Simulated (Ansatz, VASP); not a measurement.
## One calculation of MoS2, two programs

File INCAR:

```
PREC = Accurate
ENCUT = 520
EDIFF = 1E-6
ISMEAR = 0
SIGMA = 0.05
LREAL = False
LASPH = True
NELM = 60
ALGO = Normal
ISIF = 2
LWAVE = False
LCHARG = False
GGA = PS
NBANDS = 35
```

KPOINTS

```
Automatic mesh
0
Gamma
  10 10 2
```

Contents of POSCAR:

```
MoS2
1.0
   -3.1414322132      0.0000000000      0.0000000000
   -1.5707161066     -2.7205601009      0.0000000000
   -0.6282864426      0.0000000000     12.5788195080
Mo S
2 4
Direct
    0.2833333333      0.3333333333      0.2500000000
    0.5166666667      0.6666666667      0.7500000000
    0.2081225649      0.3333333333      0.6260538420
    0.6414558983      0.6666666667      0.1260538420
    0.1585441017      0.3333333333      0.8739461580
    0.5918774351      0.6666666667      0.3739461580
```

Input for Ansatz:

```yaml
crystal:
  lattice:
    - [-3.1414322132, 0.0, 0.0]
    - [-1.5707161066, -2.7205601009, 0.0]
    - [-0.6282864426, 0.0, 12.578819508]
  atoms:
    - { symbol: Mo, position: [0.2833333333, 0.3333333333, 0.25] }
    - { symbol: Mo, position: [0.5166666667, 0.6666666667, 0.75] }
    - { symbol: S, position: [0.2081225649, 0.3333333333, 0.626053842] }
    - { symbol: S, position: [0.6414558983, 0.6666666667, 0.126053842] }
    - { symbol: S, position: [0.1585441017, 0.3333333333, 0.873946158] }
    - { symbol: S, position: [0.5918774351, 0.6666666667, 0.373946158] }
basis:
  ecutwfc: 420
kpoints:
  mp_grid: { grid: [10, 10, 2] }
hamiltonian:
  xc: pbesol
scf:
  occupations: { method: gaussian, width: 0.05 }
output:
  forces: true
  stress: true
  eigenvalues: true
```

Alike in both runs: task single point; functional PBEsol; k mesh 10 × 10 × 2; occupations gaussian, width 0.05 eV; no spin polarisation.

|  | VASP | Ansatz |
| --- | --- | --- |
| version | VASP 6.6.1 | Ansatz 0.2.0 |
| potentials or method | VASP PAW PBE potentials, release 64 (Mo_sv, S), cutoff 520 eV | scalar-relativistic, plane waves, PAW |
| valence electrons in the cell | 52 | 52 |

Ansatz gave:

```
gap on the k mesh at the Fermi level (eV)                     : 1.01
least direct gap on the mesh (eV)                             : 1.96
pressure (GPa)                                                : 0.1
traceless stress, the component that is largest in VASP (GPa) : 0.28
rms of the force components (eV/Å)                            : 0.021
```

Task: Which values does VASP return?

Result: gap on the k mesh at the Fermi level (eV): 1.02; least direct gap on the mesh (eV): 1.97; pressure (GPa): 0.1; traceless stress, the component that is largest in VASP (GPa): 0.28; rms of the force components (eV/Å): 0.020.

VASP's potentials were made for PBE, not for PBEsol. Atom by atom the forces differ by 0.000 eV/Å (rms over components).
